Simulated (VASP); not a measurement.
# Br (Fd-3m) in VASP: a series of runs, part 2 of 2

VASP 6.6.1. The steps go on from the part before.

## Step 3: Single point, PBE (32.34 Å³/atom)

This run uses another cell than the first one, of 32.34 Å³/atom.

INCAR

```
SYSTEM = Br
PREC = Accurate
ENCUT = 520
EDIFF = 1E-6
ISMEAR = -1
SIGMA = 0.08
LREAL = .False.
LASPH = .True.
NELM = 100
ALGO = Normal
ISIF = 2
LWAVE = .False.
LCHARG = .True.
GGA = PE
LELF = .True.
LVHAR = .True.
NBANDS = 14
```

KPOINTS

```
Automatic mesh
0
Gamma
  11 11 11
  0 0 0
```

POSCAR

```
Br
1.0
    0.0000000000      3.1860546546      3.1860546546
    3.1860546546      0.0000000000      3.1860546546
    3.1860546546      3.1860546546      0.0000000000
Br
2
Direct
   -0.1250000000     -0.1250000000     -0.1250000000
    0.1250000000      0.1250000000      0.1250000000
```

Potentials or basis: VASP PAW PBE potentials, release 64 (Br).

Command:

```console
cat potpaw_PBE.64/Br/POTCAR > POTCAR
mpirun -np 1 vasp_std > vasp.out
```

OUTCAR:

```text
SYSTEM = Br
   PREC = Accurate
   ENCUT = 520
   EDIFF = 1E-6
   ISMEAR = -1
   LREAL = .False.
   LASPH = .True.
   NELM = 100
   ISIF = 2
   GGA = PE

 ion  position               nearest neighbor table
   1  0.875  0.875  0.875-   2 2.76   2 2.76   2 2.76   2 2.76
   2  0.125  0.125  0.125-   1 2.76   1 2.76   1 2.76   1 2.76

  LATTYP: Found a face centered cubic cell.
 ALAT       =     6.3721093092

  Lattice vectors:

 A1 = (   0.0000000000,   3.1860546546,   3.1860546546)
 A2 = (   3.1860546546,   0.0000000000,   3.1860546546)
 A3 = (   3.1860546546,   3.1860546546,   0.0000000000)

Analysis of symmetry for initial positions (statically):
=====================================================================
 Subroutine PRICEL returns:
 Original cell was already a primitive cell.

 Routine SETGRP: Setting up the symmetry group for a
 face centered cubic supercell.

 Subroutine GETGRP returns: Found 48 space group operations
 (whereof 12 operations were pure point group operations)
 out of a pool of 48 trial point group operations.

The static configuration has the point symmetry D_3d.
 The point group associated with its full space group is O_h .

Analysis of symmetry for dynamics (positions and initial velocities):
=====================================================================
 Subroutine PRICEL returns:
 Original cell was already a primitive cell.

 Routine SETGRP: Setting up the symmetry group for a
 face centered cubic supercell.

 Subroutine GETGRP returns: Found 48 space group operations
 (whereof 12 operations were pure point group operations)
 out of a pool of 48 trial point group operations.

The dynamic configuration has the point symmetry D_3d.
 The point group associated with its full space group is O_h .

 Subroutine INISYM returns: Found 48 space group operations
 (whereof 12 operations are pure point group operations),
 and found     1 'primitive' translations

[... 122 lines left out ...]
   IVDW    =     0    specifies the selected vdW correction
   LEPSILON=     F    determine dielectric tensor
   LRPA    =     F    only Hartree local field effects (RPA)
 non-spin polarized calculation
  energy-cutoff  :      520.00
  volume of cell :       64.68
 maximum number of plane-waves:      1807
 NGX is ok and might be reduce to    36
   NGX = 17   NGY = 17   NGZ = 17

 number of electron      14.0000001 magnetization

 Free energy of the ion-electron system (eV)
  ---------------------------------------------------
  ext. energy  EPLUGINS =         0.00000000
  ---------------------------------------------------
  free energy    TOTEN  =        -1.60770358 eV

  energy without entropy =       -1.54095549  energy(sigma->0) =       -1.57432954

 E-fermi :   1.1630     XC(G=0):  -7.9124

 val. band max:        1.1627656326   @ k =  -0.2727   0.3636   0.0909
 cond. band min:       1.1826408155   @ k =   0.4545   0.0909   0.0000
 fundamental gap:      0.0198751829
 Fermi energy:         1.1630219020

 k-point     1 :       0.0000    0.0000    0.0000
  band No.  band energies     occupation
      1     -15.5770      2.00000
      2     -11.9102      2.00000
      3      -2.7965      2.00000
      4      -2.7965      2.00000
      5      -2.7965      2.00000
      6      -0.3037      2.00000
      7      -0.3037      2.00000
      8      -0.3037      2.00000
      9       5.9801      0.00000
     10       9.5771      0.00000
     11       9.5771      0.00000
     12      11.4769      0.00000
     13      11.4769      0.00000
     14      11.4769      0.00000
[... 377 lines left out ...]
      1     -15.1496      2.00000
      2     -12.6271      2.00000
      3      -3.7024      2.00000
      4      -3.1314      2.00000
      5      -2.6286      2.00000
      6      -0.0234      2.00000
      7       0.2216      1.99998
      8       0.8201      1.97286
      9       7.6383      0.00000
     10       8.5197      0.00000
     11       9.0948      0.00000
     12      11.7010      0.00000
     13      12.0283      0.00000
     14      13.0548      0.00000

 [... further k-points ...]

------------------------ aborting loop because EDIFF is reached ----------------------------------------

  FORCE on cell =-STRESS in cart. coord.  units (eV):
  Direction    XX          YY          ZZ          XY          YZ          ZX
  --------------------------------------------------------------------------------------
  -------------------------------------------------------------------------------------
  Total        3.5248173      3.5248173      3.5248173     -0.0000000     -0.0000000      0.0000000
  in kB       87.3087035     87.3087035     87.3087035     -0.0000000     -0.0000000      0.0000000
  external PRESSURE =      87.3087035 kB  Pullay stress =       0.0000000 kB

 VOLUME and BASIS-vectors are now :
 -----------------------------------------------------------------------------
  energy-cutoff  :      520.00
  volume of cell :       64.68
      direct lattice vectors                 reciprocal lattice vectors
     0.000000000  3.186054655  3.186054655    -0.156933905  0.156933905  0.156933905
     3.186054655  0.000000000  3.186054655     0.156933905 -0.156933905  0.156933905
     3.186054655  3.186054655  0.000000000     0.156933905  0.156933905 -0.156933905

 POSITION                                       TOTAL-FORCE (eV/Angst)
 -----------------------------------------------------------------------------------
      5.57560      5.57560      5.57560        -0.000000     -0.000000     -0.000000
      0.79651      0.79651      0.79651         0.000000      0.000000      0.000000
 -----------------------------------------------------------------------------------
    total drift:                               -0.000000      0.000000      0.000000

  FREE ENERGIE OF THE ION-ELECTRON SYSTEM (eV)
  ---------------------------------------------------
  free  energy   TOTEN  =        -1.6077035811 eV

  energy  without entropy=       -1.5409554911  energy(sigma->0) =       -1.57432954
```

stdout:

```text
POSCAR found type information on POSCAR Br
 POSCAR found :  1 types and       2 ions
 scaLAPACK will be used
 LDA part: xc-table for (Slater+PW92), standard interpolation
 POSCAR, INCAR and KPOINTS ok, starting setup
 FFT: planning ... GRIDC
 FFT: planning ... GRID_SOFT
 FFT: planning ... GRID
 WAVECAR not read
 entering main loop
```

Run time: 67 s. Hardware: 1 thread of Intel Xeon 8259CL, shared host; peak memory 0.22 GiB.

Results:

```yaml
Free_energy: -1.6077 eV
Pressure: 8.7 GPa
Band_gap_on_the_k_mesh: zero (bands 7 and 8 overlap by 2.06 eV)
```

Caveat: the cell stands under pressure.

## Step 4: Single point, PBE (36.65 Å³/atom)

This run uses another cell than the first one, of 36.65 Å³/atom.

INCAR

```
PREC     = Accurate       # precision mode
ENCUT    = 520            # plane-wave cutoff, eV
EDIFF    = 1E-6           # SCF threshold, eV
ISMEAR   = -1             # smearing method
SIGMA    = 0.08           # smearing width, eV
LREAL    = F              # projectors in reciprocal space
LASPH    = T              # aspherical terms in the spheres
NELM     = 80             # most SCF steps
ALGO     = Normal         # electronic algorithm
ISIF     = 2              # what is computed and relaxed
LWAVE    = F              # write WAVECAR
LCHARG   = F              # write CHGCAR
GGA      = PE             # functional
NBANDS   = 14             # bands
```

KPOINTS

```
Automatic mesh
0
Gamma
  11 11 11
```

POSCAR

```
Br
1.0
    0.0000000000      3.3217920573      3.3217920573
    3.3217920573      0.0000000000      3.3217920573
    3.3217920573      3.3217920573      0.0000000000
Br
2
Direct
   -0.1250000000     -0.1250000000     -0.1250000000
    0.1250000000      0.1250000000      0.1250000000
```

Command:

```console
cat potpaw_PBE.64/Br/POTCAR > POTCAR
mpirun -np 1 vasp_std > vasp.out
```

Run time: 42 s. Hardware: 1 thread of Intel Xeon 8259CL, shared host; peak memory 0.22 GiB.

Results (log left out):

```yaml
Free_energy: -1.9289 eV
Pressure: 3.7 GPa
Band_gap_on_the_k_mesh: zero (bands 7 and 8 overlap by 1.62 eV)
```

Levels at points of the mesh, in eV from the Fermi level:
```csv
k point,band 5,band 6,band 7,band 8,band 9,band 10
"(0.00, 0.00, 0.00)",-3.34,-1.16,-1.16,-1.16,5.02,8.76
```

Caveat: the cell stands under pressure.

## Step 5: Single point, PBE (36.65 Å³/atom)

This run uses another cell than the first one, of 36.65 Å³/atom.

INCAR

```
SYSTEM = Br
PREC = Accurate
ENCUT = 520
EDIFF = 1E-7
ISMEAR = -1
SIGMA = 0.08
LREAL = .False.
LASPH = .True.
NELM = 60
ALGO = Normal
ISIF = 2
LWAVE = .False.
LCHARG = .False.
GGA = PE
NBANDS = 14
```

KPOINTS

```
regular mesh
0
Gamma
  11 11 11
  0 0 0
```

POSCAR is that of step 4.

Command:

```console
cat potpaw_PBE.64/Br/POTCAR > POTCAR
mpirun -np 1 vasp_std > vasp.out
```

Run time: 56 s. Hardware: 1 thread of Intel Xeon 8259CL, shared host; peak memory 0.22 GiB.

The run converged. Its results:

```yaml
Free_energy: -1.9289 eV
Pressure: 3.7 GPa
Band_gap_on_the_k_mesh: zero (bands 7 and 8 overlap by 1.62 eV)
```

Levels at points of the mesh, in eV from the Fermi level:
```tsv
k point	band 4	band 5	band 6	band 7	band 8	band 9	band 10	band 11
(0.00, 0.00, 0.00)	-3.34	-3.34	-1.16	-1.16	-1.16	5.02	8.76	8.76
```

Caveat: the cell stands under pressure.

## Step 6: Overview

| cell | gap on the mesh (eV) | pressure (GPa) |
| --- | --- | --- |
| a = 4.296 Å, angles 60.0°, 2 atoms | none | 18.0 |
| a = 4.506 Å, angles 60.0°, 2 atoms | none | 8.7 |
| a = 4.698 Å, angles 60.0°, 2 atoms | none | 3.7 |

Alike in all rows: task single point; level PBE; potentials or basis VASP PAW PBE potentials, release 64 (Br); no spin polarisation; k mesh 11 × 11 × 11; cutoff (eV) 520; smearing fermi-dirac 0.08 eV.

Caveats: the cell stands under pressure.

Total energies depend on the potentials used, so only differences within one code and one set of settings carry meaning.

The gap in the log of VASP goes by the Fermi energy; the results here count the filled bands.